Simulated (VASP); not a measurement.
# ScAl3 (I4/mmm) in VASP: notebook, part 2 of 2

VASP 6.6.1.

### 3 Single point, r2SCAN (strained)

Contents of POSCAR:

```
ScAl3
1.0
   -2.0182698024      2.0182698024      4.4352270931
    2.0182698024     -2.0182698024      4.4352270931
    2.0182698024      2.0182698024     -4.4352270931
Sc Al
1 3
Direct
    0.0000000000      0.0000000000      0.0000000000
    0.7500000000      0.2500000000      0.5000000000
    0.2500000000      0.7500000000      0.5000000000
    0.5000000000      0.5000000000      0.0000000000
```

Contents of INCAR.step1:

```
SYSTEM = ScAl3
  PREC = Accurate
  ENCUT = 520
  ISMEAR = 0
  SIGMA = 0.1
  LREAL = .FALSE.
  LASPH = .TRUE.
  NELM = 100
  NBANDS = 18
  GGA = PE
  ALGO = Normal
  EDIFF = 1E-4
  LWAVE = .TRUE.
  LCHARG = .FALSE.
```

Contents of INCAR.step2:

```
SYSTEM = ScAl3
  PREC = Accurate
  ENCUT = 520
  EDIFF = 1E-6
  ISMEAR = 0
  SIGMA = 0.1
  LREAL = .FALSE.
  LASPH = .TRUE.
  NELM = 100
  ALGO = Normal
  ISIF = 2
  LWAVE = .FALSE.
  LCHARG = .FALSE.
  METAGGA = R2SCAN
  LMIXTAU = .TRUE.
  NBANDS = 18
  ISTART = 1
```

Contents of KPOINTS:

```
regular mesh
0
G
  14 14 14
  0 0 0
```

Potentials or basis: VASP PAW PBE potentials, release 64 (Sc_sv, Al).

The run is started by

```sh
cat potpaw_PBE.64/Sc_sv/POTCAR potpaw_PBE.64/Al/POTCAR > POTCAR
cp INCAR.step1 INCAR
mpirun -np 1 vasp_std > vasp.out
cp INCAR.step2 INCAR
mpirun -np 1 vasp_std > vasp.out
```

OUTCAR:

```text
SYSTEM = ScAl3
   PREC = Accurate
   ENCUT = 520
   EDIFF = 1E-6
   ISMEAR = 0
   LREAL = .FALSE.
   LASPH = .TRUE.
   NELM = 100
   ISIF = 2
   METAGGA = R2SCAN
   ISTART = 1

 ion  position               nearest neighbor table
   1  0.000  0.000  0.000-   4 2.85   4 2.85   4 2.85   4 2.85   3 3.00   2 3.00   3 3.00   3 3.00
                             2 3.00   2 3.00   3 3.00   2 3.00
   2  0.750  0.250  0.500-   3 2.85   3 2.85   3 2.85   3 2.85   4 3.00   1 3.00   4 3.00   1 3.00
                             4 3.00   4 3.00   1 3.00   1 3.00
   3  0.250  0.750  0.500-   2 2.85   2 2.85   2 2.85   2 2.85   4 3.00   1 3.00   4 3.00   4 3.00
                             1 3.00   1 3.00   4 3.00   1 3.00
   4  0.500  0.500  0.000-   1 2.85   1 2.85   1 2.85   1 2.85   3 3.00   2 3.00   3 3.00   2 3.00
                             3 3.00   3 3.00   2 3.00   2 3.00

  LATTYP: Found a body centered tetragonal cell.
 ALAT       =     4.0365396048
 C/A-ratio  =     2.1975392427

  Lattice vectors:

 A1 = (  -2.0182698024,   2.0182698024,   4.4352270931)
 A2 = (   2.0182698024,  -2.0182698024,   4.4352270931)
[... 181 lines left out ...]

 val. band max:        6.4161866123   @ k =  -0.3571   0.4286   0.2857
 cond. band min:       6.4232137712   @ k =   0.2857   0.0714   0.0000
 fundamental gap:      0.0070271590
 Fermi energy:         6.4228434502

 k-point     1 :       0.0000    0.0000    0.0000
  band No.  band energies     occupation
      1     -44.5934      2.00000
      2     -22.3138      2.00000
      3     -22.2973      2.00000
      4     -22.2973      2.00000
      5      -3.5328      2.00000
      6       3.7999      2.00000
[... 481 lines left out ...]
      5      -2.1787      2.00000
      6       1.5612      2.00000
[... 10 lines left out ...]
     17      11.5675      0.00000
     18      12.4376      0.00000

 [... further k-points ...]

------------------------ aborting loop because EDIFF is reached ----------------------------------------

  FORCE on cell =-STRESS in cart. coord.  units (eV):
  Direction    XX          YY          ZZ          XY          YZ          ZX
  --------------------------------------------------------------------------------------
  -------------------------------------------------------------------------------------
  Total       -0.9825992     -0.9825992     -1.2111205      0.0000000      0.0000000      0.0000000
  in kB      -21.7847566    -21.7847566    -26.8511958      0.0000000      0.0000000      0.0000000
  external PRESSURE =     -23.4735697 kB  Pullay stress =       0.0000000 kB

 VOLUME and BASIS-vectors are now :
 -----------------------------------------------------------------------------
  energy-cutoff  :      520.00
  volume of cell :       72.27
      direct lattice vectors                 reciprocal lattice vectors
    -2.018269802  2.018269802  4.435227093     0.000000000  0.247736947  0.112733799
     2.018269802 -2.018269802  4.435227093     0.247736947  0.000000000  0.112733799
     2.018269802  2.018269802 -4.435227093     0.247736947  0.247736947  0.000000000

 POSITION                                       TOTAL-FORCE (eV/Angst)
 -----------------------------------------------------------------------------------
      0.00000      0.00000      0.00000        -0.000000     -0.000000      0.000000
      0.00000      2.01827      2.21761         0.000000     -0.000000      0.000000
      2.01827      0.00000      2.21761        -0.000000      0.000000     -0.000000
      0.00000      0.00000      4.43523        -0.000000     -0.000000      0.000000
 -----------------------------------------------------------------------------------
    total drift:                               -0.000000     -0.000000      0.000000

  FREE ENERGIE OF THE ION-ELECTRON SYSTEM (eV)
  ---------------------------------------------------
  free  energy   TOTEN  =       -33.0757848721 eV

  energy  without entropy=      -33.0657859070  energy(sigma->0) =      -33.07078539
```

OSZICAR.step1:

```text
N       E                     dE             d eps       ncg     rms          rms(c)
DAV:   1     0.107159151155E+03    0.10716E+03   -0.81673E+03  8792   0.996E+02
DAV:   2    -0.151710579807E+02   -0.12233E+03   -0.11939E+03  8832   0.287E+02
DAV:   3    -0.199465369036E+02   -0.47755E+01   -0.46115E+01 13310   0.546E+01
DAV:   4    -0.200669392215E+02   -0.12040E+00   -0.11998E+00 13590   0.894E+00
DAV:   5    -0.200695783881E+02   -0.26392E-02   -0.26389E-02 13288   0.116E+00    0.782E+00
DAV:   6    -0.189967640912E+02    0.10728E+01   -0.38668E+00 13360   0.203E+01    0.254E+00
DAV:   7    -0.189627832555E+02    0.33981E-01   -0.14300E-01 13256   0.279E+00    0.157E+00
DAV:   8    -0.189402077725E+02    0.22575E-01   -0.31048E-02 13990   0.151E+00    0.275E-01
DAV:   9    -0.189397988931E+02    0.40888E-03   -0.53601E-03 13504   0.762E-01    0.152E-01
DAV:  10    -0.189396492823E+02    0.14961E-03   -0.12360E-03 12666   0.370E-01    0.651E-02
DAV:  11    -0.189396399405E+02    0.93418E-05   -0.39196E-04 10186   0.216E-01
   1 F= -.18939640E+02 E0= -.18934056E+02  d E =-.111684E-01
```

It took 8.9 min on 1 thread of Intel Xeon 6975P-C (Granite Rapids), shared host; peak memory 0.47 GiB.

Results:

```yaml
Free_energy: -33.0758 eV
Pressure: -2.3 GPa
Band_gap_on_the_k_mesh: zero (bands 10 and 11 overlap by 2.26 eV)
```

Caveat: the cell differs from its parent crystal (strained); the PAW data sets were made with another functional, which shifts forces and pressure a little.

### 4 Single point, PBE

This run uses another cell than the first one, of 16.44 Å³/atom.

Contents of INCAR:

```
SYSTEM = ScAl3
PREC = Accurate
ENCUT = 520
EDIFF = 1E-7
ISMEAR = -1
SIGMA = 0.15
LREAL = .FALSE.
LASPH = .TRUE.
NELM = 80
ALGO = Fast
ISIF = 2
LWAVE = .FALSE.
LCHARG = .FALSE.
GGA = PE
NBANDS = 18
```

Contents of KPOINTS:

```
Automatic mesh
0
G
  14 14 14
  0 0 0
```

Contents of POSCAR:

```
ScAl3
1.0
   -1.9608841349      1.9608841349      4.2768031125
    1.9608841349     -1.9608841349      4.2768031125
    1.9608841349      1.9608841349     -4.2768031125
Sc Al
1 3
Direct
    0.0000000000      0.0000000000      0.0000000000
    0.7500000000      0.2500000000      0.5000000000
    0.2500000000      0.7500000000      0.5000000000
    0.5000000000      0.5000000000      0.0000000000
```

The run is started by

```sh
cat potpaw_PBE.64/Sc_sv/POTCAR potpaw_PBE.64/Al/POTCAR > POTCAR
mpirun -np 1 vasp_std > vasp.out
```

It took 8 min on 1 thread of Intel Xeon Platinum 8259CL at 2.50GHz (Skylake/Cascade Lake), shared host; peak memory 0.44 GiB.

Results (log left out):

```
Free energy            : -18.8822 eV
Pressure               : 8.0 GPa
Band gap on the k mesh : zero (bands 10 and 11 overlap by 2.20 eV)
```

Levels at points of the mesh, in eV from the Fermi level:
```tsv
k point	band 7	band 8	band 9	band 10	band 11	band 12	band 13	band 14
(0.00, 0.00, 0.00)	-2.31	-1.11	-1.11	-1.04	1.72	1.72	1.83	1.90
(0.50, 0.00, 0.00)	-3.33	-2.73	-0.78	0.36	1.19	1.91	2.88	2.97
(0.50, 0.50, 0.00)	-4.39	-3.63	-2.48	-1.89	-0.54	2.78	2.95	3.24
(0.50, 0.50, 0.50)	-1.87	-1.00	-1.00	0.21	1.55	1.55	2.05	3.77
```

Caveat: the cell stands under pressure.

### 5 Overview

| level | cell | smearing | gap on the mesh (eV) | pressure (GPa) |
| --- | --- | --- | --- | --- |
| PBE | a = 5.140 Å, angles 131.9, 131.9, 70.3°, 4 atoms | gaussian 0.1 eV | none | -2.5 |
| r2SCAN | a = 5.274 Å, angles 135.0, 135.0, 65.5°, 4 atoms | gaussian 0.1 eV | none | -2.3 |
| PBE | a = 5.097 Å, angles 134.7, 134.7, 65.9°, 4 atoms | fermi-dirac 0.15 eV | none | 8.0 |

Alike in all rows: task single point; potentials or basis VASP PAW PBE potentials, release 64 (Sc_sv, Al); no spin polarisation; k mesh 14 × 14 × 14; cutoff (eV) 520.

Caveats: the stress differs along the axes, from -6 to 4 GPa (at least some runs); the PAW data sets were made with another functional, which shifts forces and pressure a little (at least some runs); the cell stands under pressure (at least some runs).

Total energies depend on the potentials used, so only differences within one code and one set of settings carry meaning.
